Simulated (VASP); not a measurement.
The system is Ba4Ru.

```
CELL_PARAMETERS angstrom
6.41814 0.00000 0.00000
0.00000 6.41814 0.00000
0.00000 0.00000 6.41814
ATOMIC_POSITIONS crystal
Ba 0.24462 0.24462 0.24462
Ba 0.75538 0.75538 0.24462
Ba 0.24462 0.75538 0.75538
Ba 0.75538 0.24462 0.75538
Ru 0.00000 0.00000 0.00000
```

The cell was built from a structure type or drawn by symmetry, and may not be a known phase.

| Item | Value |
| --- | --- |
| Program | VASP 6.6.1 |
| Task | relaxation of cell and atoms |
| Functional | PBE |
| Potentials or basis | VASP PAW PBE potentials, release 64 (Ba_sv, Ru_pv) |
| Cutoff | 600 eV |
| k mesh | 6 × 6 × 6 |
| Occupations | gaussian, width 0.1 eV |
| Spin | no spin polarisation |

At the start: pressure 1.0 GPa; volume 52.88 Å³/atom.

Problem. How do energy, volume and symmetry change on relaxing?

Solution. Over 7 steps the energy falls by 11.0 meV/atom and the volume is 54.34 Å³/atom (+2.8 %); space group P-43m (No. 215, to 0.1 Å) before and after.

Step by step:
```csv
step,energy change (eV),largest force (eV/Å),pressure (GPa),volume (Å³)
1,0.0000,0.4080,0.96,264.38
2,-0.0517,0.0593,-0.04,276.74
3,-0.0517,0.0555,-0.05,276.89
4,-0.0525,0.0492,-0.05,276.24
5,-0.0543,0.0308,-0.02,274.29
6,-0.0549,0.0081,0.03,270.42
7,-0.0551,0.0047,0.02,271.68
```

Final structure:
```
Ba Ru
1.0
     6.47669    0.00000    0.00000
     0.00000    6.47669    0.00000
     0.00000    0.00000    6.47669
Ba Ru
4 1
Cartesian
  1.6089 1.6089 1.6089
  4.8678 4.8678 1.6089
  1.6089 4.8678 4.8678
  4.8678 1.6089 4.8678
  0.0000 0.0000 0.0000
```
